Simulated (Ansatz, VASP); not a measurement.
SiC: VASP beside Ansatz

Contents of INCAR:

```
PREC = Accurate
ENCUT = 520
EDIFF = 1E-7
ISMEAR = 0
SIGMA = 0.05
LREAL = False
LASPH = True
NELM = 100
ALGO = Normal
ISIF = 2
LWAVE = False
LCHARG = False
GGA = PE
NBANDS = 26
```

Contents of KPOINTS:

```
Automatic mesh
0
Gamma
  12 12 4
```

File POSCAR:

```
SiC
1.0
    3.1663000000      0.0000000000      0.0000000000
   -1.5831500000      2.7420962360      0.0000000000
    0.0000000000      0.0000000000     10.3993000000
Si C
4 4
Direct
    0.6666666667      0.3333333333      0.9378436843
    0.3333333333      0.6666666667      0.4378436843
    0.0000000000      0.0000000000      0.6878989045
    0.0000000000      0.0000000000      0.1878989045
    0.6666666667      0.3333333333      0.7498087506
    0.3333333333      0.6666666667      0.2498087506
    0.0000000000      0.0000000000      0.5004476606
    0.0000000000      0.0000000000      0.0004476606
```

Input for Ansatz:

```yaml
crystal:
  lattice:
    - [3.1663, 0.0, 0.0]
    - [-1.58315, 2.742096236, 0.0]
    - [0.0, 0.0, 10.3993]
  atoms:
    - { symbol: Si, position: [0.6666666667, 0.3333333333, 0.9378436843] }
    - { symbol: Si, position: [0.3333333333, 0.6666666667, 0.4378436843] }
    - { symbol: Si, position: [0.0, 0.0, 0.6878989045] }
    - { symbol: Si, position: [0.0, 0.0, 0.1878989045] }
    - { symbol: C, position: [0.6666666667, 0.3333333333, 0.7498087506] }
    - { symbol: C, position: [0.3333333333, 0.6666666667, 0.2498087506] }
    - { symbol: C, position: [0.0, 0.0, 0.5004476606] }
    - { symbol: C, position: [0.0, 0.0, 0.0004476606] }
basis:
  ecutwfc: 520.0
kpoints:
  mp_grid: { grid: [12, 12, 4] }
hamiltonian:
  xc: pbe
  pseudopotentials: { kind: paw, azcp: { folder: soft_1 } }
scf:
  occupations: { method: gaussian, width: 0.05 }
output:
  forces: true
  stress: true
  eigenvalues: true
```

Alike in both runs: task single point; functional PBE; k mesh 12 × 12 × 4; occupations gaussian, width 0.05 eV; no spin polarisation.

|  | VASP | Ansatz |
| --- | --- | --- |
| version | VASP 6.6.1 | Ansatz 0.2.0 |
| potentials or method | VASP PAW PBE potentials, release 64 (Si, C), cutoff 520 eV | scalar-relativistic, plane waves, PAW |
| valence electrons in the cell | 32 | 32 |

```csv
,VASP,Ansatz,Ansatz less VASP
gap on the k mesh at the Fermi level (eV),2.19,2.19,+0.001
least direct gap on the mesh (eV),3.29,3.29,+0.003
pressure (GPa),-13.4,-13.4,-0.01
"traceless stress, the component that is largest in VASP (GPa)",-0.83,-0.83,+0.002
rms of the force components (eV/Å),0.009,0.008,-0.0003
```

Atom by atom the forces differ by 0.000 eV/Å (rms over components). The functional is the same, so the differences come from potentials, cutoffs and numerics.
